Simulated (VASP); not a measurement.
A run of VASP 6.6.1 is set up as follows.

File INCAR:

```
ALGO = Normal
EDIFF = 1E-6
ENCUT = 520
GGA = PE
ISIF = 2
ISMEAR = -1
LASPH = T
LCHARG = F
LREAL = F
LWAVE = F
NBANDS = 18
NELM = 60
PREC = Accurate
SIGMA = 0.02
```

Contents of KPOINTS:

```
k-points
0
Gamma
  8 8 8
```

The input POSCAR:

```
HfO2
1.0
    0.0000000000      2.5291823193      2.5291823193
    2.5291823193      0.0000000000      2.5291823193
    2.5291823193      2.5291823193      0.0000000000
Hf O
1 2
Direct
    0.0000000000      0.0000000000      0.0000000000
    0.2500000000      0.2500000000      0.2500000000
    0.7500000000      0.7500000000      0.7500000000
```

Potentials or basis: VASP PAW PBE potentials, release 64 (Hf_pv, O).

The run is started by

```bash
$ cat potpaw_PBE.64/Hf_pv/POTCAR potpaw_PBE.64/O/POTCAR > POTCAR
$ mpirun -np 1 vasp_std > vasp.out
```

Q: Estimate the band gap on the k mesh.

A: 3.82 eV, direct.

Q: What does it give for the pressure?

A: 2.1 GPa.

Caveat: spin-orbit coupling is left out, which moves the levels of the heavy elements. A k mesh can miss the band edges.
